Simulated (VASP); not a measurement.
A run of VASP 6.6.1:

The input INCAR:

```
SYSTEM = BN
  ALGO = Normal
  EDIFF = 1E-7
  ENCUT = 520
  GGA = PS
  ISIF = 2
  ISMEAR = -1
  LASPH = .TRUE.
  LCHARG = .FALSE.
  LREAL = Auto
  LWAVE = .FALSE.
  NBANDS = 46
  NELM = 80
  PREC = Accurate
  SIGMA = 0.05
```

Contents of KPOINTS:

```
k-points
0
G
  6 4 1
  0 0 0
```

File POSCAR:

```
BN
1.0
    1.8028980000     -1.8028980000      0.0000000000
    0.0000000000      0.0000000000      3.6057950000
  -15.5025300000    -15.5025300000      0.0000000000
B N
8 8
Direct
    0.9965460000      0.0068520000      0.5293580000
    0.9965500000      0.9551130000      0.3065790000
    0.9966130000      0.0039180000      0.6479430000
    0.9965540000      0.0047280000      0.4134490000
    0.4965270000      0.4548450000      0.6936920000
    0.4965430000      0.5068750000      0.4709060000
    0.4965190000      0.5046050000      0.5868170000
    0.4965410000      0.5041380000      0.3523300000
    0.9965820000      0.2705580000      0.7035220000
    0.9965590000      0.2569790000      0.4709390000
    0.9965430000      0.2553930000      0.5872870000
    0.9965510000      0.2613250000      0.3534060000
    0.4965590000      0.7610870000      0.6468700000
    0.4965460000      0.7555320000      0.4129990000
    0.4965270000      0.7569640000      0.5293440000
    0.4965540000      0.7708050000      0.2967590000
```

Potentials or basis: VASP PAW PBE potentials, release 64 (B, N).

Command:

```bash
$ cat potpaw_PBE.64/B/POTCAR potpaw_PBE.64/N/POTCAR > POTCAR
$ mpirun -np 1 vasp_std > vasp.out
```

Hardware: 1 thread of Intel(R) Xeon(R) Platinum 8488C (Sapphire Rapids), on a shared host.

Problem. Estimate the wall time of this run.

Solution. Run time: 4.3 min on 1 thread of Intel(R) Xeon(R) Platinum 8488C (Sapphire Rapids), with other jobs on the host, peak memory 0.31 GiB. Counts: scf iterations 24, k points 14.
